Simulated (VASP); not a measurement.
The system is ZnS.

```
Zn S
1.0
     3.81200    0.00000    0.00000
    -1.90600    3.30129    0.00000
     0.00000    0.00000   18.68999
Zn S
6 6
Cartesian
  0.0000 2.2009 15.5749
  1.9060 1.1004 6.2299
  1.9060 1.1004 12.4601
  0.0000 2.2009 3.1151
  0.0000 0.0000 9.3450
  0.0000 0.0000 0.0000
  0.0000 2.2009 17.9112
  1.9060 1.1004 8.5662
  1.9060 1.1004 14.7963
  0.0000 2.2009 5.4513
  0.0000 0.0000 11.6812
  0.0000 0.0000 2.3362
```

```yaml
Program: VASP 6.6.1
Task: relaxation of cell and atoms
Functional: LDA
Potentials_or_basis: VASP PAW LDA potentials, release 64 (Zn, S)
Cutoff: 600 eV
k_mesh: 8 × 8 × 2
Occupations: fermi-dirac, width 0.05 eV
Spin: no spin polarisation
```

At the start: pressure -3.9 GPa; volume 19.60 Å³/atom.

Problem. Where does the relaxation end?

Solution. Over 7 steps the energy falls by 12.4 meV/atom and the volume is 18.63 Å³/atom (-4.9 %); space group P6_3mc (No. 186, to 0.1 Å) before and after.

Step by step:
```
step  energy change (eV)  largest force (eV/Å)  pressure (GPa)  volume (Å³)
   1              0.0000                0.0276           -3.93       235.20
   2             -0.1243                0.0253            1.77       219.21
   3             -0.1482                0.0261            0.00       223.60
   4             -0.1482                0.0260            0.07       223.37
   5             -0.1483                0.0154           -0.02       223.63
   6             -0.1483                0.0139           -0.05       223.69
   7             -0.1484                0.0075           -0.01       223.62
```

Final structure:
```
Zn S
1.0
     3.74718    0.00000    0.00000
    -1.87359    3.24515    0.00000
     0.00000    0.00000   18.38928
Zn S
6 6
Direct
  0.33333 0.66667 0.83332
  0.66667 0.33333 0.33332
  0.66667 0.33333 0.66681
  0.33333 0.66667 0.16681
  0.00000 0.00000 0.50000
  0.00000 0.00000 0.00000
  0.33333 0.66667 0.95814
  0.66667 0.33333 0.45814
  0.66667 0.33333 0.79162
  0.33333 0.66667 0.29162
  0.00000 0.00000 0.62510
  0.00000 0.00000 0.12510
```
